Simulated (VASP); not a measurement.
# GaH3 (P6/mmm) in VASP: a series of runs, part 2 of 2

VASP 6.6.1. The steps go on from the part before.

## Step 5: Relaxation of cell and atoms, PBE

This run uses another cell than the first one, of 11.75 Å³/atom, 1.020 times its volume.

Input file INCAR:

```
SYSTEM = GaH3
PREC = Accurate ; ENCUT = 600
EDIFF = 1E-6 ; ISMEAR = 0
SIGMA = 0.1 ; LREAL = .False.
LASPH = .True. ; NELM = 80
ALGO = Normal ; ISIF = 3
LWAVE = .False. ; LCHARG = .False.
GGA = PE ; IBRION = 2
NSW = 90 ; EDIFFG = -0.04
```

Input file KPOINTS:

```
Automatic mesh
0
Gamma
  3 3 6
  0 0 0
```

Input file POSCAR:

```
GaH3
1.0
    6.8201523000      0.0000000000      0.0000000000
   -3.4100761500      5.9064251500      0.0000000000
    0.0000000000      0.0000000000      3.5002197000
Ga H
3 9
Direct
    0.5000000000      0.0000000000      0.0000000000
    0.5000000000      0.5000000000      0.0000000000
    0.0000000000      0.5000000000      0.0000000000
    0.5000000000      0.0000000000      0.5000000000
    0.5000000000      0.7500000000      0.0000000000
    0.5000000000      0.2500000000      0.0000000000
    0.2500000000      0.7500000000      0.0000000000
    0.7500000000      0.2500000000      0.0000000000
    0.5000000000      0.5000000000      0.5000000000
    0.2500000000      0.5000000000      0.0000000000
    0.7500000000      0.5000000000      0.0000000000
    0.0000000000      0.5000000000      0.5000000000
```

Launch:

```
$ cat potpaw_PBE.64/Ga_d/POTCAR potpaw_PBE.64/H/POTCAR > POTCAR
$ mpirun -np 1 vasp_std > vasp.out
```

Wall time 7.9 min (1 thread of Oxide Virtual Turin-like, shared host); peak memory 0.26 GiB.

Results (log left out):

* Free energy: -36.2459 eV
* Relaxed volume: 11.52 Å³/atom
* Relaxed cell: a = 6.752 Å, b = 6.752 Å, c = 3.499 Å, α = 90.00°, β = 90.00°, γ = 120.00°
* Space group after relaxing (to 0.05 Å): P6/mmm (No. 191)
* Energy gained by relaxing: 135.0 meV/atom
* Ionic steps: 8
* Pressure after relaxing: 0.0 GPa
* Largest force after relaxing: 0.012 eV/Å
* Band gap on the k mesh: zero (band 24 reaches 0.47 eV, above the bottom of band 25 at -0.35 eV)

Forces on the atoms (eV/Å):
```
Ga   0.000  0.000  0.000
Ga   0.000  0.000  0.000
Ga   0.000  0.000  0.000
H    0.000  0.000  0.000
H   -0.010 -0.006  0.000
H    0.010  0.006  0.000
H    0.010 -0.006  0.000
H   -0.010  0.006  0.000
H    0.000  0.000  0.000
H    0.000  0.012  0.000
H    0.000 -0.012  0.000
H    0.000  0.000  0.000
```

The path:
| step | energy change (eV) | largest force (eV/Å) | pressure (GPa) | volume (Å³) |
| --- | --- | --- | --- | --- |
| 1 | 0.0000 | 1.1558 | 4.15 | 141.00 |
| 2 | -0.4897 | 0.9239 | 1.19 | 147.29 |
| 3 | -0.8630 | 0.5524 | -2.69 | 158.52 |
| 4 | -0.8715 | 0.5013 | -3.14 | 160.17 |
| 5 | -1.1294 | 0.4093 | -2.46 | 155.05 |
| 6 | -1.5435 | 0.1209 | 0.25 | 140.35 |
| 7 | -1.5594 | 0.0431 | 1.01 | 136.85 |
| 8 | -1.6194 | 0.0121 | -0.04 | 138.18 |

Final structure:
```yaml
crystal:
  lattice:
    - [6.75247, 0.00000, 0.00000]
    - [-3.37623, 5.84781, 0.00000]
    - [0.00000, 0.00000, 3.49941]
  atoms:
    - { symbol: Ga, position: [0.50000, 0.00000, 0.00000] }
    - { symbol: Ga, position: [0.50000, 0.50000, 0.00000] }
    - { symbol: Ga, position: [0.00000, 0.50000, 0.00000] }
    - { symbol: H, position: [0.50000, 0.00000, 0.50000] }
    - { symbol: H, position: [0.57925, 0.78962, 0.00000] }
    - { symbol: H, position: [0.42075, 0.21038, 0.00000] }
    - { symbol: H, position: [0.21038, 0.78962, 0.00000] }
    - { symbol: H, position: [0.78962, 0.21038, 0.00000] }
    - { symbol: H, position: [0.50000, 0.50000, 0.50000] }
    - { symbol: H, position: [0.21038, 0.42075, 0.00000] }
    - { symbol: H, position: [0.78962, 0.57925, 0.00000] }
    - { symbol: H, position: [0.00000, 0.50000, 0.50000] }
```

Levels at points of the mesh, in eV from the Fermi level:
```csv
k point,band 22,band 23,band 24,band 25,band 26,band 27
"(0.00, 0.00, 0.00)",-0.12,0.16,0.16,3.72,3.82,4.17
"(0.00, 0.00, 0.50)",-4.39,-4.37,-4.37,3.12,3.12,4.20
```

## Step 6: Relaxation of cell and atoms, PBE

Input file INCAR:

```
SYSTEM = GaH3
PREC = Accurate
ENCUT = 600
EDIFF = 1E-7
ISMEAR = 0
SIGMA = 0.1
LREAL = .False.
LASPH = .True.
NELM = 60
ALGO = Normal
ISIF = 3
LWAVE = .False.
LCHARG = .False.
GGA = PE
IBRION = 2
NSW = 100
EDIFFG = -0.01
```

Input file KPOINTS:

```
regular mesh
0
Gamma
  6 6 10
  0 0 0
```

Input file POSCAR:

```
GaH3
1.0
    6.7542674239      0.0000000000      0.0000000000
   -3.3771337120      5.8493671731      0.0000000000
    0.0000000000      0.0000000000      3.4983053186
Ga H
3 9
Direct
    0.5000000000      0.0000000000      0.0000000000
    0.5000000000      0.5000000000      0.0000000000
    0.0000000000      0.5000000000      0.0000000000
    0.5000000000      0.0000000000      0.5000000000
    0.5782248919      0.7891124459      0.0000000000
    0.4217751081      0.2108875541      0.0000000000
    0.2108875541      0.7891124459      0.0000000000
    0.7891124459      0.2108875541      0.0000000000
    0.5000000000      0.5000000000      0.5000000000
    0.2108875541      0.4217751081      0.0000000000
    0.7891124459      0.5782248919      0.0000000000
    0.0000000000      0.5000000000      0.5000000000
```

Potentials or basis: VASP PAW PBE potentials, release 64 (Ga_d, H).

Launch:

```
$ cat potpaw_PBE.64/Ga_d/POTCAR potpaw_PBE.64/H/POTCAR > POTCAR
$ mpirun -np 1 vasp_std > vasp.out
```

Run time: 5.1 min. Hardware: 1 thread of Oxide Virtual Turin-like, shared host; peak memory 0.33 GiB.

Results (log left out):

* Free energy: -36.1721 eV
* Pressure after relaxing: -0.1 GPa
* Band gap on the k mesh: zero (band 24 reaches 0.49 eV, above the bottom of band 25 at -0.35 eV)

Forces on the atoms (eV/Å):
```
Ga   0.000  0.000  0.000
Ga   0.000  0.000  0.000
Ga   0.000  0.000  0.000
H    0.000  0.000  0.000
H   -0.003 -0.001  0.000
H    0.003  0.001  0.000
H    0.003 -0.001  0.000
H   -0.003  0.001  0.000
H    0.000  0.000  0.000
H    0.000  0.003  0.000
H    0.000 -0.003  0.000
H    0.000  0.000  0.000
```

Final structure:
```
CELL_PARAMETERS angstrom
6.75427 0.00000 0.00000
-3.37713 5.84937 0.00000
0.00000 0.00000 3.49831
ATOMIC_POSITIONS crystal
Ga 0.50000 0.00000 0.00000
Ga 0.50000 0.50000 0.00000
Ga 0.00000 0.50000 0.00000
H 0.50000 0.00000 0.50000
H 0.57822 0.78911 0.00000
H 0.42178 0.21089 0.00000
H 0.21089 0.78911 0.00000
H 0.78911 0.21089 0.00000
H 0.50000 0.50000 0.50000
H 0.21089 0.42178 0.00000
H 0.78911 0.57822 0.00000
H 0.00000 0.50000 0.50000
```

Levels at points of the mesh, in eV from the Fermi level:
| k point | band 22 | band 23 | band 24 | band 25 | band 26 | band 27 |
| --- | --- | --- | --- | --- | --- | --- |
| (0.00, 0.00, 0.00) | 0.04 | 0.32 | 0.32 | 3.86 | 3.96 | 4.30 |
| (0.50, 0.00, 0.00) | -2.32 | -1.88 | 0.20 | 4.13 | 4.48 | 4.76 |
| (0.00, 0.00, 0.50) | -4.24 | -4.21 | -4.21 | 3.27 | 3.27 | 4.34 |
| (0.50, 0.00, 0.50) | -4.25 | -2.40 | -1.70 | 0.12 | 1.24 | 4.74 |

Caveat: the relaxation stopped at its first step, so nothing moved.

## Step 7: Overview

```csv
task,cell,k mesh,cutoff (eV),gap on the mesh (eV),pressure (GPa),largest force (eV/Å)
single point,"a = 6.754, b = 6.754, c = 3.498 Å, angles 90.0, 90.0, 120.0°, 12 atoms",3 × 3 × 6,520,none,0.0,0.01
single point,"a = 6.820, b = 6.820, c = 3.500 Å, angles 90.0, 90.0, 120.0°, 12 atoms",3 × 3 × 6,520,none,4.1,1.15
single point,"a = 6.755, b = 6.755, c = 3.497 Å, angles 90.0, 90.0, 120.0°, 12 atoms",6 × 6 × 10,520,none,-0.1,-
relaxation of cell and atoms,"relaxed from a = 6.820, b = 6.820, c = 3.500 Å, angles 90.0, 90.0, 120.0°, 12 atoms",3 × 3 × 6,600,none,0.0,0.01
relaxation of cell and atoms,"relaxed from a = 6.754, b = 6.754, c = 3.498 Å, angles 90.0, 90.0, 120.0°, 12 atoms",6 × 6 × 10,600,none,-0.1,-
```

Alike in all rows: level PBE; potentials or basis VASP PAW PBE potentials, release 64 (Ga_d, H); no spin polarisation; smearing gaussian 0.1 eV.

Caveats: forces of over 1 eV/Å act on the atoms, so gaps and moduli don't describe the material at rest (some runs); the relaxation stopped at its first step, so nothing moved (some runs).

Total energies depend on the potentials used, so only differences within one code and one set of settings carry meaning.
